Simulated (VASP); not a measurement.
# Ru (P6_3/mmc) in VASP: notebook

Runs on Ru. Level: PBE. Tasks: single point.

All numbers are computed with VASP 6.6.1; they aren't measurements. Logs are shortened: lines on timing, memory, paths and dates and some standing lists are left out, and cuts for length are marked.

## 1. The cell of the first run

The structure is hexagonal, space group P6_3/mmc (No. 194). The conventional cell has a = 2.724 Å, b = 2.724 Å, c = 4.310 Å, α = 90.00°, β = 90.00°, γ = 120.00°. Within 3.5 Å of Ru (site symmetry -6m2) lie 12 Ru at 2.67 to 2.72 Å.

## 2. Single point, PBE

Contents of INCAR:

```
SYSTEM = Ru
ALGO = Normal
EDIFF = 1E-6
ENCUT = 520
GGA = PE
ISIF = 2
ISMEAR = 0
LASPH = .TRUE.
LCHARG = .FALSE.
LREAL = .FALSE.
LWAVE = .FALSE.
NBANDS = 21
NELM = 60
PREC = Accurate
SIGMA = 0.05
```

Contents of KPOINTS:

```
k-points
0
G
  12 12 7
  0 0 0
```

Contents of POSCAR:

```
Ru
1.0
    2.7237197275      0.0000000000      0.0000000000
   -1.3618598638      2.3588109423      0.0000000000
    0.0000000000      0.0000000000      4.3102577801
Ru
2
Direct
    0.3333333333      0.6666666667      0.2500000000
    0.6666666667      0.3333333333      0.7500000000
```

Potentials or basis: VASP PAW PBE potentials, release 64 (Ru_pv).

Command:

```
> cat potpaw_PBE.64/Ru_pv/POTCAR > POTCAR
> mpirun -np 1 vasp_std > vasp.out
```

OUTCAR:

```text
SYSTEM = Ru
   EDIFF = 1E-6
   ENCUT = 520
   GGA = PE
   ISIF = 2
   ISMEAR = 0
   LASPH = .TRUE.
   LREAL = .FALSE.
   NELM = 60
   PREC = Accurate

 ion  position               nearest neighbor table
   1  0.333  0.667  0.250-   2 2.67   2 2.67   2 2.67   2 2.67   2 2.67   2 2.67
   2  0.667  0.333  0.750-   1 2.67   1 2.67   1 2.67   1 2.67   1 2.67   1 2.67

  LATTYP: Found a hexagonal cell.
 ALAT       =     2.7237197275
 C/A-ratio  =     1.5824894671

  Lattice vectors:

 A1 = (   2.7237197275,   0.0000000000,   0.0000000000)
 A2 = (  -1.3618598638,   2.3588109423,   0.0000000000)
 A3 = (   0.0000000000,   0.0000000000,   4.3102577801)

Analysis of symmetry for initial positions (statically):
=====================================================================
 Subroutine PRICEL returns:
 Original cell was already a primitive cell.

 Routine SETGRP: Setting up the symmetry group for a
 hexagonal supercell.

 Subroutine GETGRP returns: Found 24 space group operations
 (whereof 12 operations were pure point group operations)
 out of a pool of 24 trial point group operations.

The static configuration has the point symmetry D_3d.
 The point group associated with its full space group is D_6h.

Analysis of symmetry for dynamics (positions and initial velocities):
=====================================================================
 Subroutine PRICEL returns:
 Original cell was already a primitive cell.

 Routine SETGRP: Setting up the symmetry group for a
 hexagonal supercell.

 Subroutine GETGRP returns: Found 24 space group operations
 (whereof 12 operations were pure point group operations)
 out of a pool of 24 trial point group operations.

The dynamic configuration has the point symmetry D_3d.
 The point group associated with its full space group is D_6h.

 Subroutine INISYM returns: Found 24 space group operations
 (whereof 12 operations are pure point group operations),
 and found     1 'primitive' translations

----------------------------------------------------------------------------------------

                                     Primitive cell

  volume of cell :      27.6923

  direct lattice vectors                    reciprocal lattice vectors
     2.723719727  0.000000000  0.000000000     0.367144971  0.211971206  0.000000000
    -1.361859864  2.358810942  0.000000000     0.000000000  0.423942412  0.000000000
     0.000000000  0.000000000  4.310257780     0.000000000  0.000000000  0.232004685

  length of vectors
     2.723719727  2.723720131  4.310257780     0.423942475  0.423942412  0.232004685

  position of ions in fractional coordinates (direct lattice)
     0.333333333  0.666666667  0.250000000
     0.666666667  0.333333333  0.750000000

  ion indices of the primitive-cell ions
   primitive index   ion index
                 1           1
                 2           2

----------------------------------------------------------------------------------------

 KPOINTS: k-points

Automatic generation of k-mesh.
 Grid dimensions read from file:
 generate k-points for:   12   12    7

 Generating k-lattice:

  Cartesian coordinates                     Fractional coordinates (reciprocal lattice)
     0.030595414  0.017664267  0.000000000     0.083333333  0.000000000  0.000000000
     0.000000000  0.035328534  0.000000000     0.000000000  0.083333333  0.000000000
     0.000000000  0.000000000  0.033143526     0.000000000  0.000000000  0.142857143

  Length of vectors
     0.035328540  0.035328534  0.033143526

  Shift w.r.t. Gamma in fractional coordinates (k-lattice)
     0.000000000  0.000000000  0.000000000

 Subroutine IBZKPT returns following result:
 ===========================================

 Found     76 irreducible k-points:

 Following reciprocal coordinates:
            Coordinates               Weight
  0.000000  0.000000  0.000000      1.000000
  0.083333  0.000000  0.000000      6.000000
  0.166667  0.000000  0.000000      6.000000
  0.250000  0.000000  0.000000      6.000000
  0.333333  0.000000  0.000000      6.000000
  0.416667  0.000000  0.000000      6.000000
[... 16 lines left out ...]
  0.250000  0.000000  0.142857     12.000000
  0.333333  0.000000  0.142857     12.000000
 [... further k-points ...]
   k-points           NKPTS =     76   k-points in BZ     NKDIM =     76   number of bands    NBANDS=     21
   number of dos      NEDOS =    301   number of ions     NIONS =      2
   total plane-waves  NPLWV =  12800
   dimension x,y,z NGX =    20 NGY =   20 NGZ =   32
   dimension x,y,z NGXF=    40 NGYF=   40 NGZF=   64
   ions per type =               2
   NGX,Y,Z   is equivalent  to a cutoff of  12.21, 12.21, 12.34 a.u.
   NGXF,Y,Z  is equivalent  to a cutoff of  24.41, 24.41, 24.68 a.u.
 SYSTEM =  Ru
   PREC   = accura    normal or accurate (medium, high low for compatibility)
   ISTART =      0    job   : 0-new  1-cont  2-samecut
   ICHARG =      2    charge: 1-file 2-atom 10-const
   ISPIN  =      1    spin polarized calculation?
   LNONCOLLINEAR =      F non collinear calculations
   LSORBIT =      F    spin-orbit coupling
   LASPH  =      T    aspherical Exc in radial PAW
   ENCUT  =  520.0 eV  38.22 Ry    6.18 a.u.   5.06  5.06  8.01*2*pi/ulx,y,z
   NELM   =     60;   NELMIN=  2; NELMDL= -5     # of ELM steps
   EDIFF  = 0.1E-05   stopping-criterion for ELM
   LREAL  =      F    real-space projection
   EDIFFG = 0.1E-04   stopping-criterion for IOM
   NSW    =      0    number of steps for IOM
   IBRION =     -1    ionic relax: 0-MD 1-quasi-New 2-CG
   NFREE  =      0    steps in history (QN), initial steepest desc. (CG)
   ISIF   =      2    stress and relaxation
   ISYM   =      2    0-nonsym 1-usesym 2-fastsym
   POTIM  = 0.5000    time-step for ionic-motion
   TEBEG  =    0.0;   TEEND  =   0.0 temperature during run
   PSTRESS=    0.0 pullay stress
   NELECT =      28.0000    total number of electrons
   NUPDOWN=      -1.0000    fix difference up-down
   EMIN   =  10.00;   EMAX   =-10.00  energy-range for DOS
   EFERMI =   0.00;   METHOD = LEGACY
   ISMEAR =     0;   SIGMA  =   0.05  broadening in eV -4-tet -1-fermi 0-gaus
   EFERMI_NEDOS =   21; number of points for ismear=-14 and -15
   IALGO  =     38    algorithm
   IMIX   =      4    mixing-type and parameters
     AMIX     =   0.40;   BMIX     =  1.00
     AMIX_MAG =   1.60;   BMIX_MAG =  1.00
  volume/ion in A,a.u.               =      13.85        93.44
  Fermi-wavevector in a.u.,A,eV,Ry     =   1.643140  3.105084 36.734494  2.699909
  Thomas-Fermi vector in A             =   2.733324
   LORBIT       =      0    0 simple, 1 ext, 2 COOP (PROOUT), +10 PAW based schemes
   GGA     = PE    functional components
   LHFCALC =     F    Hartree Fock is set to
   AEXX    =    0.0000 exact exchange contribution
   IVDW    =     0    specifies the selected vdW correction
   LEPSILON=     F    determine dielectric tensor
   LRPA    =     F    only Hartree local field effects (RPA)
 non-spin polarized calculation
 Gauss-broadening in eV      SIGMA  =   0.05
  energy-cutoff  :      520.00
  volume of cell :       27.69
 maximum number of plane-waves:       759
   NGX = 11   NGY = 11   NGZ = 17

 number of electron      28.0000015 magnetization

 Free energy of the ion-electron system (eV)
  ---------------------------------------------------
  ext. energy  EPLUGINS =         0.00000000
  ---------------------------------------------------
  free energy    TOTEN  =       -18.47641424 eV

  energy without entropy =      -18.47461519  energy(sigma->0) =      -18.47551472

 E-fermi :  12.5140     XC(G=0): -13.9994

 val. band max:       12.5123123964   @ k =   0.3333   0.1667   0.2857
 cond. band min:      12.5369430043   @ k =   0.3333   0.0833   0.2857
 fundamental gap:      0.0246306079
 Fermi energy:        12.5139951533

 k-point     1 :       0.0000    0.0000    0.0000
  band No.  band energies     occupation
      1     -31.0910      2.00000
      2     -30.2279      2.00000
      3     -30.2279      2.00000
      4     -30.0680      2.00000
      5     -30.0680      2.00000
      6     -30.0199      2.00000
[... 13 lines left out ...]
     20      22.9142      0.00000
     21      22.9232      0.00000

 k-point     2 :       0.0833    0.0000    0.0000
  band No.  band energies     occupation
      1     -31.0689      2.00000
      2     -30.2746      2.00000
      3     -30.2437      2.00000
      4     -30.1168      2.00000
      5     -30.0745      2.00000
      6     -30.0302      2.00000
[... 13 lines left out ...]
     20      22.9142      0.00000
     21      22.9223      0.00000

 k-point     3 :       0.1667    0.0000    0.0000
  band No.  band energies     occupation
      1     -31.0055      2.00000
      2     -30.4023      2.00000
      3     -30.2854      2.00000
      4     -30.2474      2.00000
      5     -30.0934      2.00000
      6     -30.0613      2.00000
[... 13 lines left out ...]
     20      22.9142      0.00000
     21      22.9201      0.00000

 k-point     4 :       0.2500    0.0000    0.0000
  band No.  band energies     occupation
      1     -30.9098      2.00000
      2     -30.5769      2.00000
      3     -30.4199      2.00000
      4     -30.3402      2.00000
      5     -30.1210      2.00000
      6     -30.1127      2.00000
[... 13 lines left out ...]
     20      22.9141      0.00000
     21      22.9180      0.00000

 k-point     5 :       0.3333    0.0000    0.0000
  band No.  band energies     occupation
      1     -30.7965      2.00000
      2     -30.7513      2.00000
      3     -30.5862      2.00000
      4     -30.3930      2.00000
      5     -30.1814      2.00000
      6     -30.1500      2.00000
[... 13 lines left out ...]
     20      22.9129      0.00000
     21      22.9146      0.00000

 k-point     6 :       0.4167    0.0000    0.0000
  band No.  band energies     occupation
      1     -30.8786      2.00000
      2     -30.7045      2.00000
      3     -30.6904      2.00000
      4     -30.4306      2.00000
      5     -30.2548      2.00000
      6     -30.1719      2.00000
[... 13 lines left out ...]
     20      22.9138      0.00000
     21      23.0795      0.00000

 k-point     7 :       0.5000    0.0000    0.0000
  band No.  band energies     occupation
      1     -30.9252      2.00000
      2     -30.7471      2.00000
      3     -30.6403      2.00000
      4     -30.4442      2.00000
      5     -30.2929      2.00000
      6     -30.1800      2.00000
[... 13 lines left out ...]
     20      22.9134      0.00000
     21      23.3901      0.00000
[... 291 lines left out ...]
      1     -31.0405      2.00000
      2     -30.2201      2.00000
      3     -30.2201      2.00000
      4     -30.0760      2.00000
      5     -30.0760      2.00000
      6     -30.0757      2.00000
[... 13 lines left out ...]
     20      22.9142      0.00000
     21      23.5290      0.00000

 k-point    21 :       0.0833    0.0000    0.1429
  band No.  band energies     occupation
      1     -31.0214      2.00000
      2     -30.2653      2.00000
      3     -30.2354      2.00000
      4     -30.1461      2.00000
      5     -30.0830      2.00000
      6     -30.0626      2.00000
[... 13 lines left out ...]
     20      22.9142      0.00000
     21      23.5243      0.00000

 k-point    22 :       0.1667    0.0000    0.1429
  band No.  band energies     occupation
      1     -30.9682      2.00000
      2     -30.3879      2.00000
      3     -30.2816      2.00000
      4     -30.2760      2.00000
      5     -30.1030      2.00000
      6     -30.0820      2.00000
[... 13 lines left out ...]
     20      22.9141      0.00000
     21      23.5291      0.00000

 k-point    23 :       0.2500    0.0000    0.1429
  band No.  band energies     occupation
      1     -30.8972      2.00000
      2     -30.5479      2.00000
      3     -30.4525      2.00000
      4     -30.3295      2.00000
      5     -30.1320      2.00000
      6     -30.1228      2.00000
[... 13 lines left out ...]
     20      22.9141      0.00000
     21      23.6421      0.00000

 k-point    24 :       0.3333    0.0000    0.1429
  band No.  band energies     occupation
      1     -30.8652      2.00000
      2     -30.6686      2.00000
      3     -30.6011      2.00000
      4     -30.3811      2.00000
      5     -30.1798      2.00000
      6     -30.1622      2.00000
[... 13 lines left out ...]
     20      22.9140      0.00000
     21      23.8461      0.00000

 [... further k-points ...]

------------------------ aborting loop because EDIFF is reached ----------------------------------------

  FORCE on cell =-STRESS in cart. coord.  units (eV):
  Direction    XX          YY          ZZ          XY          YZ          ZX
  --------------------------------------------------------------------------------------
  -------------------------------------------------------------------------------------
  Total       -0.3534270     -0.3534272     -0.3512333      0.0000000      0.0000000      0.0000000
  in kB      -20.4480327    -20.4480408    -20.3211149      0.0000000      0.0000000      0.0000000
  external PRESSURE =     -20.4057294 kB  Pullay stress =       0.0000000 kB

 VOLUME and BASIS-vectors are now :
 -----------------------------------------------------------------------------
  energy-cutoff  :      520.00
  volume of cell :       27.69
      direct lattice vectors                 reciprocal lattice vectors
     2.723719727  0.000000000  0.000000000     0.367144971  0.211971206  0.000000000
    -1.361859864  2.358810942  0.000000000     0.000000000  0.423942412  0.000000000
     0.000000000  0.000000000  4.310257780     0.000000000  0.000000000  0.232004685

 POSITION                                       TOTAL-FORCE (eV/Angst)
 -----------------------------------------------------------------------------------
     -0.00000      1.57254      1.07756        -0.000000     -0.000000      0.000000
      1.36186      0.78627      3.23269         0.000000      0.000000      0.000000
 -----------------------------------------------------------------------------------
    total drift:                                0.000000     -0.000000      0.000000

  FREE ENERGIE OF THE ION-ELECTRON SYSTEM (eV)
  ---------------------------------------------------
  free  energy   TOTEN  =       -18.4764142392 eV

  energy  without entropy=      -18.4746151936  energy(sigma->0) =      -18.47551472
```

It took 19 s on 1 thread of Intel Xeon Platinum 8488C (Sapphire Rapids), shared host; peak memory 0.15 GiB.

Results:

```
Free energy            : -18.4764 eV
Pressure               : -2.0 GPa
Band gap on the k mesh : zero (band 14 reaches 13.85 eV, above the bottom of band 15 at 10.98 eV)
```

(Continued in part 2 of 2.)
